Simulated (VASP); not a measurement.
# TbSbO4 (Cmmm) in VASP: relaxation of cell and atoms with PBE

Aim: the relaxation of cell and atoms of TbSbO4 with PBE.

All numbers are computed with VASP 6.6.1; they aren't measurements. Logs are shortened: lines on timing, memory, paths and dates and some standing lists are left out, and cuts for length are marked.

### Step 1. The cell of the first run

The structure is orthorhombic, space group Cmmm (No. 65). The conventional cell has a = 5.890 Å, b = 6.150 Å, c = 4.308 Å, α = 90.00°, β = 90.00°, γ = 90.00°. Tb (site symmetry mmm) has 2 O at 2.07 Å within 2.7 Å. Sb (site symmetry mmm) has 8 O at 2.13 to 2.38 Å within 2.8 Å. Within 2.7 Å of O (site symmetry m2m) lie 5 O at 2.02 to 2.66 Å and 1 Tb at 2.07 Å and 2 Sb at 2.38 Å. O (site symmetry 2/m) has 2 Sb at 2.13 Å and 4 O at 2.66 Å within 2.8 Å.

The cell was generated, and may not be a known phase.

### Step 2. Relaxation of cell and atoms, PBE

Contents of INCAR:

```
SYSTEM = TbSbO4
  PREC = Accurate
  ENCUT = 600
  EDIFF = 1E-7
  ISMEAR = 0
  SIGMA = 0.1
  LREAL = .FALSE.
  LASPH = .TRUE.
  NELM = 200
  ALGO = Normal
  ISIF = 3
  LWAVE = .FALSE.
  LCHARG = .FALSE.
  GGA = PE
  IBRION = 2
  NSW = 100
  EDIFFG = -0.01
  GGA_COMPAT = .FALSE.
  NELMIN = 4
  LMAXMIX = 6
```

Contents of KPOINTS:

```
regular mesh
0
G
  10 10 10
  0 0 0
```

Contents of POSCAR:

```
TbSbO4
1.0
    2.9448963413     -3.0752333118      0.0000000000
    2.9448963413      3.0752333118      0.0000000000
    0.0000000000      0.0000000000      4.3082240520
Tb Sb O
1 1 4
Direct
    0.0000000000      0.0000000000      0.0000000000
    0.5000000000      0.5000000000      0.5000000000
    0.3358583207      0.6641416793      0.0000000000
    0.6641416793      0.3358583207      0.0000000000
    0.5000000000      0.0000000000      0.5000000000
    0.0000000000      0.5000000000      0.5000000000
```

Potentials or basis: VASP PAW PBE potentials, release 64 (Tb_3, Sb, O), 4f in core.

Launch:

```
$ cat potpaw_PBE.64/Tb_3/POTCAR potpaw_PBE.64/Sb/POTCAR potpaw_PBE.64/O/POTCAR > POTCAR
$ mpirun -np 1 vasp_std > vasp.out
```

OUTCAR:

```text
SYSTEM = TbSbO4
   PREC = Accurate
   ENCUT = 600
   EDIFF = 1E-7
   ISMEAR = 0
   LREAL = .FALSE.
   LASPH = .TRUE.
   NELM = 200
   ISIF = 3
   GGA = PE
   IBRION = 2
   NSW = 100
   EDIFFG = -0.01
   NELMIN = 4

 ion  position               nearest neighbor table
   1  0.000  0.000  0.000-   3 2.07   4 2.07   2 3.65   2 3.65   2 3.65   2 3.65   2 3.75   2 3.75
                             2 3.75   2 3.75
   2  0.500  0.500  0.500-   5 2.13   6 2.13   5 2.13   6 2.13   3 2.38   4 2.38   3 2.38   4 2.38
                             1 3.65   1 3.65   1 3.65   1 3.65   1 3.75   1 3.75   1 3.75   1 3.75
   3  0.336  0.664  0.000-   1 2.07   2 2.38   2 2.38
   4  0.664  0.336  0.000-   1 2.07   2 2.38   2 2.38
   5  0.500  0.000  0.500-   2 2.13   2 2.13
   6  0.000  0.500  0.500-   2 2.13   2 2.13

  LATTYP: Found a base centered orthorhombic cell.
 ALAT       =     5.8897926826
 B/A-ratio  =     1.0442585936
 C/A-ratio  =     0.7314729540

  Lattice vectors:

 A1 = (   2.9448963413,  -3.0752333118,   0.0000000000)
 A2 = (   2.9448963413,   3.0752333118,   0.0000000000)
 A3 = (   0.0000000000,   0.0000000000,   4.3082240520)

Analysis of symmetry for initial positions (statically):
=====================================================================
 Subroutine PRICEL returns:
 Original cell was already a primitive cell.

 Routine SETGRP: Setting up the symmetry group for a
 base centered orthorhombic supercell.

 Subroutine GETGRP returns: Found  8 space group operations
 (whereof  8 operations were pure point group operations)
 out of a pool of  8 trial point group operations.

The static configuration has the point symmetry D_2h.

Analysis of symmetry for dynamics (positions and initial velocities):
=====================================================================
 Subroutine PRICEL returns:
 Original cell was already a primitive cell.

 Routine SETGRP: Setting up the symmetry group for a
 base centered orthorhombic supercell.

 Subroutine GETGRP returns: Found  8 space group operations
 (whereof  8 operations were pure point group operations)
 out of a pool of  8 trial point group operations.

The dynamic configuration has the point symmetry D_2h.

 Subroutine INISYM returns: Found  8 space group operations
 (whereof  8 operations are pure point group operations),
 and found     1 'primitive' translations

----------------------------------------------------------------------------------------

                                     Primitive cell

  volume of cell :      78.0327

  direct lattice vectors                    reciprocal lattice vectors
     2.944896341 -3.075233312  0.000000000     0.169785263 -0.162589290  0.000000000
     2.944896341  3.075233312  0.000000000     0.169785263  0.162589290  0.000000000
     0.000000000  0.000000000  4.308224052     0.000000000  0.000000000  0.232114205

  length of vectors
     4.257872049  4.257872049  4.308224052     0.235079375  0.235079375  0.232114205

  position of ions in fractional coordinates (direct lattice)
     0.000000000  0.000000000  0.000000000
     0.500000000  0.500000000  0.500000000
     0.335858321  0.664141679  0.000000000
     0.664141679  0.335858321  0.000000000
     0.500000000  1.000000000  0.500000000
     1.000000000  0.500000000  0.500000000

  ion indices of the primitive-cell ions
   primitive index   ion index
                 1           1
                 2           2
                 3           3
                 4           4
                 5           5
                 6           6

----------------------------------------------------------------------------------------

 KPOINTS: regular mesh

Automatic generation of k-mesh.
 Grid dimensions read from file:
 generate k-points for:   10   10   10

 Generating k-lattice:

  Cartesian coordinates                     Fractional coordinates (reciprocal lattice)
     0.016978526 -0.016258929  0.000000000     0.100000000  0.000000000  0.000000000
     0.016978526  0.016258929  0.000000000     0.000000000  0.100000000  0.000000000
     0.000000000  0.000000000  0.023211420     0.000000000  0.000000000  0.100000000

  Length of vectors
     0.023507938  0.023507938  0.023211420

  Shift w.r.t. Gamma in fractional coordinates (k-lattice)
     0.000000000  0.000000000  0.000000000

 Subroutine IBZKPT returns following result:
 ===========================================

 Found    186 irreducible k-points:

 Following reciprocal coordinates:
            Coordinates               Weight
  0.000000  0.000000  0.000000      1.000000
  0.100000  0.000000  0.000000      4.000000
  0.200000  0.000000  0.000000      4.000000
  0.300000 -0.000000  0.000000      4.000000
  0.400000  0.000000  0.000000      4.000000
  0.500000 -0.000000  0.000000      2.000000
[... 16 lines left out ...]
  0.300000  0.300000  0.000000      2.000000
  0.400000  0.300000  0.000000      4.000000
 [... further k-points ...]
   k-points           NKPTS =    186   k-points in BZ     NKDIM =    186   number of bands    NBANDS=     23
   number of dos      NEDOS =    301   number of ions     NIONS =      6
   total plane-waves  NPLWV =  46656
   dimension x,y,z NGX =    36 NGY =   36 NGZ =   36
   dimension x,y,z NGXF=    72 NGYF=   72 NGZF=   72
   ions per type =               1   1   4
   NGX,Y,Z   is equivalent  to a cutoff of  14.06, 14.06, 13.89 a.u.
   NGXF,Y,Z  is equivalent  to a cutoff of  28.11, 28.11, 27.78 a.u.
 SYSTEM =  TbSbO4
   PREC   = accura    normal or accurate (medium, high low for compatibility)
   ISTART =      0    job   : 0-new  1-cont  2-samecut
   ICHARG =      2    charge: 1-file 2-atom 10-const
   ISPIN  =      1    spin polarized calculation?
   LNONCOLLINEAR =      F non collinear calculations
   LSORBIT =      F    spin-orbit coupling
   LASPH  =      T    aspherical Exc in radial PAW
   ENCUT  =  600.0 eV  44.10 Ry    6.64 a.u.   8.50  8.50  8.60*2*pi/ulx,y,z
   NELM   =    200;   NELMIN=  4; NELMDL= -5     # of ELM steps
   EDIFF  = 0.1E-06   stopping-criterion for ELM
   LREAL  =      F    real-space projection
   EDIFFG = -.1E-01   stopping-criterion for IOM
   NSW    =    100    number of steps for IOM
   IBRION =      2    ionic relax: 0-MD 1-quasi-New 2-CG
   NFREE  =      1    steps in history (QN), initial steepest desc. (CG)
   ISIF   =      3    stress and relaxation
   ISYM   =      2    0-nonsym 1-usesym 2-fastsym
   POTIM  = 0.5000    time-step for ionic-motion
   TEBEG  =    0.0;   TEEND  =   0.0 temperature during run
   PSTRESS=    0.0 pullay stress
   NELECT =      38.0000    total number of electrons
   NUPDOWN=      -1.0000    fix difference up-down
   EMIN   =  10.00;   EMAX   =-10.00  energy-range for DOS
   EFERMI =   0.00;   METHOD = LEGACY
   ISMEAR =     0;   SIGMA  =   0.10  broadening in eV -4-tet -1-fermi 0-gaus
   EFERMI_NEDOS =   21; number of points for ismear=-14 and -15
   IALGO  =     38    algorithm
   IMIX   =      4    mixing-type and parameters
     AMIX     =   0.40;   BMIX     =  1.00
     AMIX_MAG =   1.60;   BMIX_MAG =  1.00
  volume/ion in A,a.u.               =      13.01        87.77
  Fermi-wavevector in a.u.,A,eV,Ry     =   1.287984  2.433937 22.570754  1.658904
  Thomas-Fermi vector in A             =   2.419966
   LORBIT       =      0    0 simple, 1 ext, 2 COOP (PROOUT), +10 PAW based schemes
   GGA     = PE    functional components
   LHFCALC =     F    Hartree Fock is set to
   AEXX    =    0.0000 exact exchange contribution
   IVDW    =     0    specifies the selected vdW correction
   LEPSILON=     F    determine dielectric tensor
   LRPA    =     F    only Hartree local field effects (RPA)
 conjugate gradient relaxation of ions
 non-spin polarized calculation
 Gauss-broadening in eV      SIGMA  =   0.10
  energy-cutoff  :      600.00
  volume of cell :       78.03
 maximum number of plane-waves:      2628
 NGX is ok and might be reduce to    36
   NGX = 17   NGY = 17   NGZ = 17

--------------------------------------- Ionic step        1  -------------------------------------------

 number of electron      38.0000016 magnetization

 Free energy of the ion-electron system (eV)
  ---------------------------------------------------
  ext. energy  EPLUGINS =         0.00000000
  ---------------------------------------------------
  free energy    TOTEN  =       -36.73698579 eV

  energy without entropy =      -36.72776288  energy(sigma->0) =      -36.73237433

------------------------ aborting loop because EDIFF is reached ----------------------------------------

  FORCE on cell =-STRESS in cart. coord.  units (eV):
  Direction    XX          YY          ZZ          XY          YZ          ZX
  --------------------------------------------------------------------------------------
  -------------------------------------------------------------------------------------
  Total       -0.5422558     -0.3663782     -0.0377855     -0.0000000      0.0000000      0.0000000
  in kB      -11.1336729     -7.5225287     -0.7758179     -0.0000000      0.0000000      0.0000000
  external PRESSURE =      -6.4773398 kB  Pullay stress =       0.0000000 kB
[... 101 lines left out ...]
  FREE ENERGIE OF THE ION-ELECTRON SYSTEM (eV)
  ---------------------------------------------------
  free  energy   TOTEN  =       -36.7399659187 eV

  energy  without entropy=      -36.7304425717  energy(sigma->0) =      -36.73520425

[... ionic steps 4 to 8 ...]

--------------------------------------- Ionic step        9  -------------------------------------------

 number of electron      38.0000006 magnetization

------------------------ aborting loop because EDIFF is reached ----------------------------------------
[... 75 lines left out ...]
--------------------------------------- Ionic step       11  -------------------------------------------

 number of electron      38.0000004 magnetization

 Free energy of the ion-electron system (eV)
  ---------------------------------------------------
  ext. energy  EPLUGINS =         0.00000000
  ---------------------------------------------------
  free energy    TOTEN  =       -36.74211414 eV

  energy without entropy =      -36.73252451  energy(sigma->0) =      -36.73731932

 E-fermi :   5.7763     XC(G=0): -11.0222

 val. band max:        5.7758778263   @ k =   0.3000   0.1000   0.1000
 cond. band min:       5.7794385151   @ k =  -0.1000   0.1000   0.5000
 fundamental gap:      0.0035606888
 Fermi energy:         5.7763131936

 k-point     1 :       0.0000    0.0000    0.0000
  band No.  band energies     occupation
      1     -17.3006      2.00000
      2     -16.9803      2.00000
      3     -16.8884      2.00000
      4     -14.0271      2.00000
      5     -11.9560      2.00000
      6     -11.6740      2.00000
[... 613 lines left out ...]
     22       9.4572      0.00000
     23       9.7778      0.00000

 [... further k-points ...]

------------------------ aborting loop because EDIFF is reached ----------------------------------------

  FORCE on cell =-STRESS in cart. coord.  units (eV):
  Direction    XX          YY          ZZ          XY          YZ          ZX
  --------------------------------------------------------------------------------------
  -------------------------------------------------------------------------------------
  Total       -0.0067650      0.0541538      0.0068171      0.0000000      0.0000000      0.0000000
  in kB       -0.1395037      1.1167246      0.1405787      0.0000000      0.0000000      0.0000000
  external PRESSURE =       0.3725999 kB  Pullay stress =       0.0000000 kB
[... 21 lines left out ...]
  FREE ENERGIE OF THE ION-ELECTRON SYSTEM (eV)
  ---------------------------------------------------
  free  energy   TOTEN  =       -36.7421141360 eV

  energy  without entropy=      -36.7325245085  energy(sigma->0) =      -36.73731932

 reached required accuracy - stopping structural energy minimisation
```

It took 34 min on 1 thread of Intel Xeon Platinum 8488C (Sapphire Rapids), shared host; peak memory 0.52 GiB.

Results:

```
Free energy                           : -36.7421 eV
Relaxed volume                        : 12.95 Å³/atom
Relaxed cell                          : a = 4.232 Å, b = 4.232 Å, c = 4.345 Å, α = 90.00°, β = 90.00°, γ = 93.02°
Space group after relaxing (to 0.1 Å) : Cmmm (No. 65)
Energy gained by relaxing             : 0.9 meV/atom
Ionic steps                           : 11
Pressure after relaxing               : 0.0 GPa
Largest force after relaxing          : 0.006 eV/Å
Band gap on the k mesh                : zero (bands 19 and 20 overlap by 1.66 eV)
```

Forces in eV/Å, atoms in the order of the input:
```
Tb   0.000  0.000  0.000
Sb   0.000  0.000  0.000
O    0.000 -0.006  0.000
O    0.000  0.006  0.000
O    0.000  0.000  0.000
O    0.000  0.000  0.000
```

Stress tensor (GPa, compression positive):
```
-0.01  0.00  0.00
 0.00  0.11  0.00
 0.00  0.00  0.01
```

Step by step:
```tsv
step	energy change (eV)	largest force (eV/Å)	pressure (GPa)	volume (Å³)
1	0.0000	0.2165	-0.65	78.03
2	-0.0026	0.1037	0.41	77.44
3	-0.0030	0.0190	0.13	77.59
4	-0.0039	0.0494	-0.07	77.61
5	-0.0041	0.0724	-0.21	77.61
6	-0.0047	0.0271	-0.01	77.53
7	-0.0048	0.0034	0.09	77.49
8	-0.0047	0.0441	0.32	77.41
9	-0.0048	0.0112	0.17	77.47
10	-0.0050	0.0096	0.13	77.54
11	-0.0051	0.0064	0.04	77.70
```

Final structure:
```
Tb Sb O
1.0
     2.91240   -3.06987    0.00000
     2.91240    3.06987    0.00000
     0.00000    0.00000    4.34503
Tb Sb O
1 1 4
Direct
  0.00000 0.00000 0.00000
  0.50000 0.50000 0.50000
  0.33715 0.66285 0.00000
  0.66285 0.33715 0.00000
  0.50000 0.00000 0.50000
  0.00000 0.50000 0.50000
```

Levels at points of the mesh, in eV from the Fermi level:
| k point | band 15 | band 16 | band 17 | band 18 | band 19 | band 20 | band 21 | band 22 | band 23 |
| --- | --- | --- | --- | --- | --- | --- | --- | --- | --- |
| (0.00, 0.00, 0.00) | -2.92 | -2.67 | -2.55 | -2.11 | -1.42 | 0.63 | 1.78 | 2.88 | 3.03 |
| (0.50, 0.00, 0.00) | -2.94 | -1.96 | -1.84 | -1.69 | -1.26 | 0.67 | 2.82 | 3.09 | 3.87 |
| (0.50, 0.50, 0.00) | -3.26 | -1.92 | -0.95 | -0.61 | 0.53 | 2.52 | 3.24 | 3.69 | 4.18 |
| (0.00, 0.00, 0.50) | -2.73 | -2.60 | -1.60 | -0.88 | -0.62 | 0.62 | 3.32 | 4.14 | 5.00 |
| (0.50, 0.00, 0.50) | -2.51 | -1.85 | -1.83 | -1.56 | -1.14 | 1.11 | 3.60 | 3.82 | 4.13 |
| (0.50, 0.50, 0.50) | -2.38 | -1.71 | -1.31 | -1.27 | 0.61 | 1.31 | 2.17 | 3.13 | 4.18 |

Caveat: spin-orbit coupling is left out, which moves the levels of the heavy elements; the 4f electrons are frozen in the core, so they carry no moment and show no levels; the run has no spin polarisation, though such a crystal can be magnetic. With open d or f shells a metallic result of PBE can be an artefact of self-interaction; +U or a hybrid may open a gap.
